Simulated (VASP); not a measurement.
# Lu (P6_3/mmc) in VASP: further runs, part 2 of 2

VASP 6.6.1. Earlier steps stand in the parts before.

## 5. Single point, PBE

Contents of INCAR:

```
ALGO     = Normal         # electronic algorithm
EDIFF    = 1E-6           # SCF threshold, eV
ENCUT    = 520            # plane-wave cutoff, eV
GGA      = PE             # functional
ISIF     = 2              # what is computed and relaxed
ISMEAR   = 0              # smearing method
LASPH    = T              # aspherical terms in the spheres
LCHARG   = F              # write CHGCAR
LREAL    = F              # projectors in reciprocal space
LWAVE    = F              # write WAVECAR
NBANDS   = 32             # bands
NELM     = 100            # most SCF steps
PREC     = Accurate       # precision mode
SIGMA    = 0.03           # smearing width, eV
```

Contents of KPOINTS:

```
k-points
0
Gamma
  10 10 6
```

Contents of POSCAR:

```
Lu
1.0
    3.5070808964      0.0000000000      0.0000000000
   -1.7535404482      3.0372211494      0.0000000000
    0.0000000000      0.0000000000      5.4772888711
Lu
2
Direct
    0.3333333333      0.6666666667      0.2500000000
    0.6666666667      0.3333333333      0.7500000000
```

Potentials or basis: VASP PAW PBE potentials, release 64 (Lu).

Started as:

```
cat potpaw_PBE.64/Lu/POTCAR > POTCAR
mpirun -np 1 vasp_std > vasp.out
```

OUTCAR:

```text
EDIFF = 1E-6
   ENCUT = 520
   GGA = PE
   ISIF = 2
   ISMEAR = 0
   LASPH = T
   LREAL = F
   NELM = 100
   PREC = Accurate

 ion  position               nearest neighbor table
   1  0.333  0.667  0.250-   2 3.41   2 3.41   2 3.41   2 3.41   2 3.41   2 3.41
   2  0.667  0.333  0.750-   1 3.41   1 3.41   1 3.41   1 3.41   1 3.41   1 3.41

  LATTYP: Found a hexagonal cell.
 ALAT       =     3.5070808964
 C/A-ratio  =     1.5617800196

  Lattice vectors:

 A1 = (   3.5070808964,   0.0000000000,   0.0000000000)
 A2 = (  -1.7535404482,   3.0372211494,   0.0000000000)
 A3 = (   0.0000000000,   0.0000000000,   5.4772888711)

Analysis of symmetry for initial positions (statically):
=====================================================================
 Subroutine PRICEL returns:
 Original cell was already a primitive cell.

 Routine SETGRP: Setting up the symmetry group for a
 hexagonal supercell.

 Subroutine GETGRP returns: Found 24 space group operations
 (whereof 12 operations were pure point group operations)
 out of a pool of 24 trial point group operations.

The static configuration has the point symmetry D_3d.
 The point group associated with its full space group is D_6h.

Analysis of symmetry for dynamics (positions and initial velocities):
=====================================================================
 Subroutine PRICEL returns:
 Original cell was already a primitive cell.

 Routine SETGRP: Setting up the symmetry group for a
 hexagonal supercell.

 Subroutine GETGRP returns: Found 24 space group operations
 (whereof 12 operations were pure point group operations)
 out of a pool of 24 trial point group operations.

The dynamic configuration has the point symmetry D_3d.
 The point group associated with its full space group is D_6h.

 Subroutine INISYM returns: Found 24 space group operations
 (whereof 12 operations are pure point group operations),
 and found     1 'primitive' translations

----------------------------------------------------------------------------------------

                                     Primitive cell

  volume of cell :      58.3429

  direct lattice vectors                    reciprocal lattice vectors
     3.507080896  0.000000000  0.000000000     0.285137420  0.164624166  0.000000000
    -1.753540448  3.037221149  0.000000000     0.000000000  0.329248333  0.000000000
     0.000000000  0.000000000  5.477288871     0.000000000  0.000000000  0.182572076

  length of vectors
     3.507080896  3.507080896  5.477288871     0.329248333  0.329248333  0.182572076

  position of ions in fractional coordinates (direct lattice)
     0.333333333  0.666666667  0.250000000
     0.666666667  0.333333333  0.750000000

  ion indices of the primitive-cell ions
   primitive index   ion index
                 1           1
                 2           2

----------------------------------------------------------------------------------------

 KPOINTS: k-points

Automatic generation of k-mesh.
 Grid dimensions read from file:
 generate k-points for:   10   10    6

 Generating k-lattice:

  Cartesian coordinates                     Fractional coordinates (reciprocal lattice)
     0.028513742  0.016462417  0.000000000     0.100000000 -0.000000000  0.000000000
     0.000000000  0.032924833  0.000000000     0.000000000  0.100000000  0.000000000
     0.000000000  0.000000000  0.030428679     0.000000000  0.000000000  0.166666667

  Length of vectors
     0.032924833  0.032924833  0.030428679

  Shift w.r.t. Gamma in fractional coordinates (k-lattice)
     0.000000000  0.000000000  0.000000000

 Subroutine IBZKPT returns following result:
 ===========================================

 Found     56 irreducible k-points:

 Following reciprocal coordinates:
            Coordinates               Weight
  0.000000  0.000000  0.000000      1.000000
  0.100000 -0.000000  0.000000      6.000000
  0.200000 -0.000000  0.000000      6.000000
  0.300000  0.000000  0.000000      6.000000
  0.400000  0.000000  0.000000      6.000000
  0.500000  0.000000  0.000000      3.000000
[... 16 lines left out ...]
  0.300000  0.100000  0.166667     24.000000
  0.400000  0.100000  0.166667     24.000000
 [... further k-points ...]
   k-points           NKPTS =     56   k-points in BZ     NKDIM =     56   number of bands    NBANDS=     32
   number of dos      NEDOS =    301   number of ions     NIONS =      2
   total plane-waves  NPLWV =  32928
   dimension x,y,z NGX =    28 NGY =   28 NGZ =   42
   dimension x,y,z NGXF=    56 NGYF=   56 NGZF=   84
   ions per type =               2
   NGX,Y,Z   is equivalent  to a cutoff of  13.27, 13.27, 12.75 a.u.
   NGXF,Y,Z  is equivalent  to a cutoff of  26.55, 26.55, 25.50 a.u.
 SYSTEM =  unknown system
   PREC   = accura    normal or accurate (medium, high low for compatibility)
   ISTART =      0    job   : 0-new  1-cont  2-samecut
   ICHARG =      2    charge: 1-file 2-atom 10-const
   ISPIN  =      1    spin polarized calculation?
   LNONCOLLINEAR =      F non collinear calculations
   LSORBIT =      F    spin-orbit coupling
   LASPH  =      T    aspherical Exc in radial PAW
   ENCUT  =  520.0 eV  38.22 Ry    6.18 a.u.   6.52  6.52 10.18*2*pi/ulx,y,z
   NELM   =    100;   NELMIN=  2; NELMDL= -5     # of ELM steps
   EDIFF  = 0.1E-05   stopping-criterion for ELM
   LREAL  =      F    real-space projection
   EDIFFG = 0.1E-04   stopping-criterion for IOM
   NSW    =      0    number of steps for IOM
   IBRION =     -1    ionic relax: 0-MD 1-quasi-New 2-CG
   NFREE  =      0    steps in history (QN), initial steepest desc. (CG)
   ISIF   =      2    stress and relaxation
   ISYM   =      2    0-nonsym 1-usesym 2-fastsym
   POTIM  = 0.5000    time-step for ionic-motion
   TEBEG  =    0.0;   TEEND  =   0.0 temperature during run
   PSTRESS=    0.0 pullay stress
   NELECT =      50.0000    total number of electrons
   NUPDOWN=      -1.0000    fix difference up-down
   EMIN   =  10.00;   EMAX   =-10.00  energy-range for DOS
   EFERMI =   0.00;   METHOD = LEGACY
   ISMEAR =     0;   SIGMA  =   0.03  broadening in eV -4-tet -1-fermi 0-gaus
   EFERMI_NEDOS =   21; number of points for ismear=-14 and -15
   IALGO  =     38    algorithm
   IMIX   =      4    mixing-type and parameters
     AMIX     =   0.40;   BMIX     =  1.00
     AMIX_MAG =   1.60;   BMIX_MAG =  1.00
  volume/ion in A,a.u.               =      29.17       196.86
  Fermi-wavevector in a.u.,A,eV,Ry     =   1.555018  2.938559 32.900009  2.418082
  Thomas-Fermi vector in A             =   2.659020
   LORBIT       =      0    0 simple, 1 ext, 2 COOP (PROOUT), +10 PAW based schemes
   GGA     = PE    functional components
   LHFCALC =     F    Hartree Fock is set to
   AEXX    =    0.0000 exact exchange contribution
   IVDW    =     0    specifies the selected vdW correction
   LEPSILON=     F    determine dielectric tensor
   LRPA    =     F    only Hartree local field effects (RPA)
 non-spin polarized calculation
 Gauss-broadening in eV      SIGMA  =   0.03
  energy-cutoff  :      520.00
  volume of cell :       58.34
 maximum number of plane-waves:      1616
 NGX is ok and might be reduce to    28
   NGX = 13   NGY = 13   NGZ = 21

 number of electron      49.9999992 magnetization

 Free energy of the ion-electron system (eV)
  ---------------------------------------------------
  ext. energy  EPLUGINS =         0.00000000
  ---------------------------------------------------
  free energy    TOTEN  =        -9.04503061 eV

  energy without entropy =       -9.04373746  energy(sigma->0) =       -9.04438404

 E-fermi :   2.2189     XC(G=0): -10.6552

 val. band max:        2.1649404003   @ k =   0.2000   0.2000   0.3333
 cond. band min:       2.2339705256   @ k =   0.2000  -0.0000   0.1667
 fundamental gap:      0.0690301252
 Fermi energy:         2.2189152594

 k-point     1 :       0.0000    0.0000    0.0000
  band No.  band energies     occupation
      1     -53.9773      2.00000
      2     -53.9418      2.00000
      3     -24.9234      2.00000
      4     -24.4946      2.00000
      5     -24.4946      2.00000
      6     -24.4101      2.00000
[... 24 lines left out ...]
     31       5.6559      0.00000
     32       5.6559      0.00000

 k-point     2 :       0.1000   -0.0000    0.0000
  band No.  band energies     occupation
      1     -53.9751      2.00000
      2     -53.9411      2.00000
      3     -24.9076      2.00000
      4     -24.5256      2.00000
      5     -24.5054      2.00000
      6     -24.4429      2.00000
[... 762 lines left out ...]
 k-point    24 :       0.4000    0.1000    0.1667
  band No.  band energies     occupation
      1     -53.9489      2.00000
      2     -53.9388      2.00000
      3     -24.8345      2.00000
      4     -24.7505      2.00000
      5     -24.6572      2.00000
      6     -24.5955      2.00000
[... 24 lines left out ...]
     31       7.9887      0.00000
     32       8.2510      0.00000

 [... further k-points ...]
[... 5 lines left out ...]
  --------------------------------------------------------------------------------------
  -------------------------------------------------------------------------------------
  Total        0.0956160      0.0956160     -0.1399121      0.0000000     -0.0000000      0.0000000
  in kB        2.6257488      2.6257488     -3.8421827      0.0000000     -0.0000000      0.0000000
  external PRESSURE =       0.4697716 kB  Pullay stress =       0.0000000 kB

 VOLUME and BASIS-vectors are now :
 -----------------------------------------------------------------------------
  energy-cutoff  :      520.00
  volume of cell :       58.34
      direct lattice vectors                 reciprocal lattice vectors
     3.507080896  0.000000000  0.000000000     0.285137420  0.164624166  0.000000000
    -1.753540448  3.037221149  0.000000000     0.000000000  0.329248333  0.000000000
     0.000000000  0.000000000  5.477288871     0.000000000  0.000000000  0.182572076

 POSITION                                       TOTAL-FORCE (eV/Angst)
 -----------------------------------------------------------------------------------
     -0.00000      2.02481      1.36932        -0.000000      0.000000      0.000000
      1.75354      1.01241      4.10797         0.000000      0.000000      0.000000
 -----------------------------------------------------------------------------------
    total drift:                               -0.000000      0.000000     -0.000000

  FREE ENERGIE OF THE ION-ELECTRON SYSTEM (eV)
  ---------------------------------------------------
  free  energy   TOTEN  =        -9.0450306143 eV

  energy  without entropy=       -9.0437374649  energy(sigma->0) =       -9.04438404
```

Run time: 2.3 min. Hardware: 1 thread of Oxide Virtual Turin-like, shared host; peak memory 0.2 GiB.

Results:

```
Free energy            : -9.0450 eV
Pressure               : 0.0 GPa
Band gap on the k mesh : zero (band 25 reaches 3.43 eV, above the bottom of band 26 at 1.60 eV)
```

Stress tensor (GPa, compression positive):
```
 0.26  0.00  0.00
 0.00  0.26  0.00
 0.00  0.00 -0.38
```

Caveat: spin-orbit coupling is left out, which moves the levels of the heavy elements.

## 6. Overview

| spin | smearing | gap on the mesh (eV) | pressure (GPa) |
| --- | --- | --- | --- |
| non-collinear, zero start, SOC | fermi-dirac 0.1 eV | - | -0.1 |
| off | fermi-dirac 1 eV | none | 4.5 |
| off | gaussian 0.01 eV | none | -0.2 |
| off | gaussian 0.03 eV | none | 0.0 |

Alike in all rows: task single point; level PBE; potentials or basis VASP PAW PBE potentials, release 64 (Lu); cell as given; k mesh 10 × 10 × 6; cutoff (eV) 520.

Every run on the cell as given and a fine mesh finds a metal.

Caveats: spin-orbit coupling is left out, which moves the levels of the heavy elements (some runs).

Total energies depend on the potentials used, so only differences within one code and one set of settings carry meaning.
